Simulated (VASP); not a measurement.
# HfWS4 (P-43m) in VASP: notebook

Runs on HfWS4. Level: PBE. Tasks: single point.

Program: VASP 6.6.1. These are calculated values, not measurements. Logs are shortened: lines on timing, memory, paths and dates and some standing lists are left out, and cuts for length are marked.

### Step 1. The cell of the first run

It takes space group P-43m (No. 215, cubic). The conventional cell has a = 5.345 Å, b = 5.345 Å, c = 5.345 Å, α = 90.00°, β = 90.00°, γ = 90.00°. Within 3.2 Å of Hf (site symmetry -43m) lie 4 S at 2.39 Å. Within 3.0 Å of W (site symmetry -43m) lie 4 S at 2.23 Å. Within 3.0 Å of S (site symmetry 3m) lie 1 W at 2.23 Å and 1 Hf at 2.39 Å.

The cell was built from a structure type or drawn by symmetry, and may not be a known phase.

### Step 2. Single point, PBE

Contents of INCAR:

```
PREC     = Accurate       # precision mode
ENCUT    = 520            # plane-wave cutoff, eV
EDIFF    = 1E-7           # SCF threshold, eV
ISMEAR   = 0              # smearing method
SIGMA    = 0.1            # smearing width, eV
LREAL    = False          # projectors in reciprocal space
LASPH    = True           # aspherical terms in the spheres
NELM     = 80             # most SCF steps
ALGO     = Normal         # electronic algorithm
ISIF     = 2              # what is computed and relaxed
LWAVE    = False          # write WAVECAR
LCHARG   = True           # write CHGCAR
GGA      = PE             # functional
LELF     = True           # ELF
LVHAR    = True         
NBANDS   = 33             # bands
```

Contents of KPOINTS:

```
Automatic mesh
0
Gamma
  4 4 4
```

Contents of POSCAR:

```
HfWS4
1.0
    5.3447431843      0.0000000000      0.0000000000
    0.0000000000      5.3447431843      0.0000000000
    0.0000000000      0.0000000000      5.3447431843
Hf W S
1 1 4
Direct
    0.0000000000      0.0000000000      0.0000000000
    0.5000000000      0.5000000000      0.5000000000
    0.7413814075      0.7413814075      0.7413814075
    0.2586185925      0.2586185925      0.7413814075
    0.2586185925      0.7413814075      0.2586185925
    0.7413814075      0.2586185925      0.2586185925
```

Potentials or basis: VASP PAW PBE potentials, release 64 (Hf_pv, W_sv, S).

Launch:

```sh
$ cat potpaw_PBE.64/Hf_pv/POTCAR potpaw_PBE.64/W_sv/POTCAR potpaw_PBE.64/S/POTCAR > POTCAR
$ mpirun -np 1 vasp_std > vasp.out
```

OUTCAR:

```text
PREC = Accurate
   ENCUT = 520
   EDIFF = 1E-7
   ISMEAR = 0
   LREAL = False
   LASPH = True
   NELM = 80
   ISIF = 2
   GGA = PE

 ion  position               nearest neighbor table
   1  0.000  0.000  0.000-   3 2.39   4 2.39   5 2.39   6 2.39
   2  0.500  0.500  0.500-   3 2.23   4 2.23   5 2.23   6 2.23
   3  0.741  0.741  0.741-   2 2.23   1 2.39
   4  0.259  0.259  0.741-   2 2.23   1 2.39
   5  0.259  0.741  0.259-   2 2.23   1 2.39
   6  0.741  0.259  0.259-   2 2.23   1 2.39

  LATTYP: Found a simple cubic cell.
 ALAT       =     5.3447431843

  Lattice vectors:

 A1 = (   5.3447431843,   0.0000000000,   0.0000000000)
 A2 = (   0.0000000000,   5.3447431843,   0.0000000000)
 A3 = (   0.0000000000,   0.0000000000,   5.3447431843)

Analysis of symmetry for initial positions (statically):
=====================================================================
 Subroutine PRICEL returns:
 Original cell was already a primitive cell.

 Routine SETGRP: Setting up the symmetry group for a
 simple cubic supercell.

 Subroutine GETGRP returns: Found 24 space group operations
 (whereof 24 operations were pure point group operations)
 out of a pool of 48 trial point group operations.

The static configuration has the point symmetry T_d .

Analysis of symmetry for dynamics (positions and initial velocities):
=====================================================================
 Subroutine PRICEL returns:
 Original cell was already a primitive cell.

 Routine SETGRP: Setting up the symmetry group for a
 simple cubic supercell.

 Subroutine GETGRP returns: Found 24 space group operations
 (whereof 24 operations were pure point group operations)
 out of a pool of 48 trial point group operations.

The dynamic configuration has the point symmetry T_d .

 Subroutine INISYM returns: Found 24 space group operations
 (whereof 24 operations are pure point group operations),
 and found     1 'primitive' translations

----------------------------------------------------------------------------------------

                                     Primitive cell

  volume of cell :     152.6794

  direct lattice vectors                    reciprocal lattice vectors
     5.344743184  0.000000000  0.000000000     0.187099729  0.000000000  0.000000000
     0.000000000  5.344743184  0.000000000     0.000000000  0.187099729  0.000000000
     0.000000000  0.000000000  5.344743184     0.000000000  0.000000000  0.187099729

  length of vectors
     5.344743184  5.344743184  5.344743184     0.187099729  0.187099729  0.187099729

  position of ions in fractional coordinates (direct lattice)
     0.000000000  0.000000000  0.000000000
     0.500000000  0.500000000  0.500000000
     0.741381408  0.741381408  0.741381408
     0.258618592  0.258618592  0.741381408
     0.258618592  0.741381408  0.258618592
     0.741381408  0.258618592  0.258618592

  ion indices of the primitive-cell ions
   primitive index   ion index
                 1           1
                 2           2
                 3           3
                 4           4
                 5           5
                 6           6

----------------------------------------------------------------------------------------

 KPOINTS: Automatic mesh

Automatic generation of k-mesh.
 Grid dimensions read from file:
 generate k-points for:    4    4    4

 Generating k-lattice:

  Cartesian coordinates                     Fractional coordinates (reciprocal lattice)
     0.046774932  0.000000000  0.000000000     0.250000000  0.000000000  0.000000000
     0.000000000  0.046774932  0.000000000     0.000000000  0.250000000  0.000000000
     0.000000000  0.000000000  0.046774932     0.000000000  0.000000000  0.250000000

  Length of vectors
     0.046774932  0.046774932  0.046774932

  Shift w.r.t. Gamma in fractional coordinates (k-lattice)
     0.000000000  0.000000000  0.000000000

 Subroutine IBZKPT returns following result:
 ===========================================

 Found     10 irreducible k-points:

 Following reciprocal coordinates:
            Coordinates               Weight
  0.000000  0.000000  0.000000      1.000000
  0.250000  0.000000  0.000000      6.000000
  0.500000  0.000000  0.000000      3.000000
  0.250000  0.250000  0.000000     12.000000
  0.500000  0.250000  0.000000     12.000000
  0.500000  0.500000  0.000000      3.000000
  0.250000  0.250000  0.250000      8.000000
  0.500000  0.250000  0.250000     12.000000
  0.500000  0.500000  0.250000      6.000000
  0.500000  0.500000  0.500000      1.000000
   k-points           NKPTS =     10   k-points in BZ     NKDIM =     10   number of bands    NBANDS=     33
   number of dos      NEDOS =    301   number of ions     NIONS =      6
   total plane-waves  NPLWV =  64000
   dimension x,y,z NGX =    40 NGY =   40 NGZ =   40
   dimension x,y,z NGXF=    80 NGYF=   80 NGZF=   80
   ions per type =               1   1   4
   NGX,Y,Z   is equivalent  to a cutoff of  12.44, 12.44, 12.44 a.u.
   NGXF,Y,Z  is equivalent  to a cutoff of  24.88, 24.88, 24.88 a.u.
 SYSTEM =  unknown system
   PREC   = accura    normal or accurate (medium, high low for compatibility)
   ISTART =      0    job   : 0-new  1-cont  2-samecut
   ICHARG =      2    charge: 1-file 2-atom 10-const
   ISPIN  =      1    spin polarized calculation?
   LNONCOLLINEAR =      F non collinear calculations
   LSORBIT =      F    spin-orbit coupling
   LASPH  =      T    aspherical Exc in radial PAW
   ENCUT  =  520.0 eV  38.22 Ry    6.18 a.u.   9.94  9.94  9.94*2*pi/ulx,y,z
   NELM   =     80;   NELMIN=  2; NELMDL= -5     # of ELM steps
   EDIFF  = 0.1E-06   stopping-criterion for ELM
   LREAL  =      F    real-space projection
   EDIFFG = 0.1E-05   stopping-criterion for IOM
   NSW    =      0    number of steps for IOM
   IBRION =     -1    ionic relax: 0-MD 1-quasi-New 2-CG
   NFREE  =      0    steps in history (QN), initial steepest desc. (CG)
   ISIF   =      2    stress and relaxation
   ISYM   =      2    0-nonsym 1-usesym 2-fastsym
   POTIM  = 0.5000    time-step for ionic-motion
   TEBEG  =    0.0;   TEEND  =   0.0 temperature during run
   PSTRESS=    0.0 pullay stress
   NELECT =      48.0000    total number of electrons
   NUPDOWN=      -1.0000    fix difference up-down
   EMIN   =  10.00;   EMAX   =-10.00  energy-range for DOS
   EFERMI =   0.00;   METHOD = LEGACY
   ISMEAR =     0;   SIGMA  =   0.10  broadening in eV -4-tet -1-fermi 0-gaus
   EFERMI_NEDOS =   21; number of points for ismear=-14 and -15
   IALGO  =     38    algorithm
   IMIX   =      4    mixing-type and parameters
     AMIX     =   0.40;   BMIX     =  1.00
     AMIX_MAG =   1.60;   BMIX_MAG =  1.00
  volume/ion in A,a.u.               =      25.45       171.72
  Fermi-wavevector in a.u.,A,eV,Ry     =   1.113171  2.103587 16.859643  1.239149
  Thomas-Fermi vector in A             =   2.249753
   LORBIT       =      0    0 simple, 1 ext, 2 COOP (PROOUT), +10 PAW based schemes
   GGA     = PE    functional components
   LHFCALC =     F    Hartree Fock is set to
   AEXX    =    0.0000 exact exchange contribution
   IVDW    =     0    specifies the selected vdW correction
   LEPSILON=     F    determine dielectric tensor
   LRPA    =     F    only Hartree local field effects (RPA)
 non-spin polarized calculation
 Gauss-broadening in eV      SIGMA  =   0.10
  energy-cutoff  :      520.00
  volume of cell :      152.68
 maximum number of plane-waves:      4224
 NGX is ok and might be reduce to    40
   NGX = 19   NGY = 19   NGZ = 19

 number of electron      47.9999993 magnetization

 Free energy of the ion-electron system (eV)
  ---------------------------------------------------
  ext. energy  EPLUGINS =         0.00000000
  ---------------------------------------------------
  free energy    TOTEN  =       -42.06135486 eV

  energy without entropy =      -42.03944692  energy(sigma->0) =      -42.05040089

 E-fermi :   3.6964     XC(G=0):  -9.0854

 val. band max:        3.6799601860   @ k =   0.5000   0.5000   0.0000
 cond. band min:       3.6997246307   @ k =   0.2500   0.0000   0.0000
 fundamental gap:      0.0197644447
 Fermi energy:         3.6963627980

 k-point     1 :       0.0000    0.0000    0.0000
  band No.  band energies     occupation
      1     -71.4071      2.00000
      2     -35.6769      2.00000
      3     -35.6769      2.00000
      4     -35.6769      2.00000
      5     -27.9355      2.00000
      6     -27.9355      2.00000
[... 25 lines left out ...]
     32       8.6091      0.00000
     33       8.6091      0.00000

 k-point     2 :       0.2500    0.0000    0.0000
  band No.  band energies     occupation
      1     -71.4071      2.00000
      2     -35.6770      2.00000
      3     -35.6769      2.00000
      4     -35.6769      2.00000
      5     -27.9359      2.00000
      6     -27.9355      2.00000
[... 25 lines left out ...]
     32       7.4319      0.00000
     33       7.4319      0.00000

 k-point     3 :       0.5000    0.0000    0.0000
  band No.  band energies     occupation
      1     -71.4071      2.00000
      2     -35.6771      2.00000
      3     -35.6769      2.00000
      4     -35.6769      2.00000
      5     -27.9363      2.00000
      6     -27.9354      2.00000
[... 25 lines left out ...]
     32       6.4558      0.00000
     33       6.8711      0.00000

 k-point     4 :       0.2500    0.2500    0.0000
  band No.  band energies     occupation
      1     -71.4071      2.00000
      2     -35.6770      2.00000
      3     -35.6770      2.00000
      4     -35.6769      2.00000
      5     -27.9359      2.00000
      6     -27.9359      2.00000
[... 169 lines left out ...]
     32       7.3206      0.00000
     33       7.6462      0.00000

 k-point     9 :       0.5000    0.5000    0.2500
  band No.  band energies     occupation
      1     -71.4071      2.00000
      2     -35.6771      2.00000
      3     -35.6771      2.00000
      4     -35.6770      2.00000
      5     -27.9362      2.00000
      6     -27.9362      2.00000
[... 25 lines left out ...]
     32       7.5955      0.00000
     33       7.5955      0.00000

 k-point    10 :       0.5000    0.5000    0.5000
  band No.  band energies     occupation
      1     -71.4071      2.00000
      2     -35.6771      2.00000
      3     -35.6771      2.00000
      4     -35.6771      2.00000
      5     -27.9361      2.00000
      6     -27.9361      2.00000
[... 25 lines left out ...]
     32       8.1518      0.00000
     33       8.1518      0.00000

------------------------ aborting loop because EDIFF is reached ----------------------------------------

  FORCE on cell =-STRESS in cart. coord.  units (eV):
  Direction    XX          YY          ZZ          XY          YZ          ZX
  --------------------------------------------------------------------------------------
  -------------------------------------------------------------------------------------
  Total       -0.2594710     -0.2594710     -0.2594710      0.0000000      0.0000000      0.0000000
  in kB       -2.7228200     -2.7228200     -2.7228200      0.0000000      0.0000000      0.0000000
  external PRESSURE =      -2.7228200 kB  Pullay stress =       0.0000000 kB

 VOLUME and BASIS-vectors are now :
 -----------------------------------------------------------------------------
  energy-cutoff  :      520.00
  volume of cell :      152.68
      direct lattice vectors                 reciprocal lattice vectors
     5.344743184  0.000000000  0.000000000     0.187099729  0.000000000  0.000000000
     0.000000000  5.344743184  0.000000000     0.000000000  0.187099729  0.000000000
     0.000000000  0.000000000  5.344743184     0.000000000  0.000000000  0.187099729

 POSITION                                       TOTAL-FORCE (eV/Angst)
 -----------------------------------------------------------------------------------
      0.00000      0.00000      0.00000         0.000000      0.000000      0.000000
      2.67237      2.67237      2.67237         0.000000      0.000000      0.000000
      3.96249      3.96249      3.96249         0.040477      0.040477      0.040477
      1.38225      1.38225      3.96249        -0.040477     -0.040477      0.040477
      1.38225      3.96249      1.38225        -0.040477      0.040477     -0.040477
      3.96249      1.38225      1.38225         0.040477     -0.040477     -0.040477
 -----------------------------------------------------------------------------------
    total drift:                               -0.000000     -0.000000     -0.000000

  FREE ENERGIE OF THE ION-ELECTRON SYSTEM (eV)
  ---------------------------------------------------
  free  energy   TOTEN  =       -42.0613548552 eV

  energy  without entropy=      -42.0394469208  energy(sigma->0) =      -42.05040089
```

Wall time 1.9 min (1 thread of Intel Xeon 8259CL, shared host); peak memory 0.26 GiB.

What came out:

| Quantity | Value |
| --- | --- |
| Free energy | -42.0614 eV |
| Pressure | -0.3 GPa |
| Largest force | 0.070 eV/Å |
| Band gap on the k mesh | zero (bands 24 and 25 overlap by 0.87 eV) |

Forces in eV/Å, atoms in the order of the input:
```
Hf   0.000  0.000  0.000
W    0.000  0.000  0.000
S    0.040  0.040  0.040
S   -0.040 -0.040  0.040
S   -0.040  0.040 -0.040
S    0.040 -0.040 -0.040
```

Caveat: spin-orbit coupling is left out, which moves the levels of the heavy elements.

(Continued in part 2 of 2.)
